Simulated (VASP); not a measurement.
Input of a VASP 6.6.1 run:

The input POSCAR:

```
LiH
1.0
    0.0114838371      2.0144786782      2.0144786782
    2.0144786782      0.0114838371      2.0144786782
    2.0144786782      2.0144786782      0.0114838371
Li H
1 1
Direct
    0.0000000000      0.0000000000      0.0000000000
    0.5000000000      0.5000000000      0.5000000000
```

Contents of INCAR.step1:

```
ALGO = Normal
EDIFF = 1E-4
ENCUT = 520
GGA = PE
ISMEAR = 0
LASPH = T
LCHARG = F
LREAL = F
LWAVE = T
NBANDS = 9
NELM = 80
PREC = Accurate
SIGMA = 0.01
```

The input INCAR.step2:

```
ALGO = Normal
EDIFF = 1E-7
ENCUT = 520
ISIF = 2
ISMEAR = 0
ISTART = 1
LASPH = T
LCHARG = T
LELF = T
LMIXTAU = T
LREAL = F
LVHAR = T
LWAVE = F
METAGGA = R2SCAN
NBANDS = 9
NELM = 80
PREC = Accurate
SIGMA = 0.01
```

Contents of KPOINTS:

```
k-points
0
Gamma
  10 10 10
```

Potentials or basis: VASP PAW PBE potentials, release 64 (Li_sv, H).

Launch:

```sh
$ cat potpaw_PBE.64/Li_sv/POTCAR potpaw_PBE.64/H/POTCAR > POTCAR
$ cp INCAR.step1 INCAR
$ mpirun -np 1 vasp_std > vasp.out
$ cp INCAR.step2 INCAR
$ mpirun -np 1 vasp_std > vasp.out
```

Estimate the band gap on the k mesh.

3.59 eV, direct.

Caveat: the cell differs from its parent crystal (strain along [111] +0.9%). A k mesh can miss the band edges.
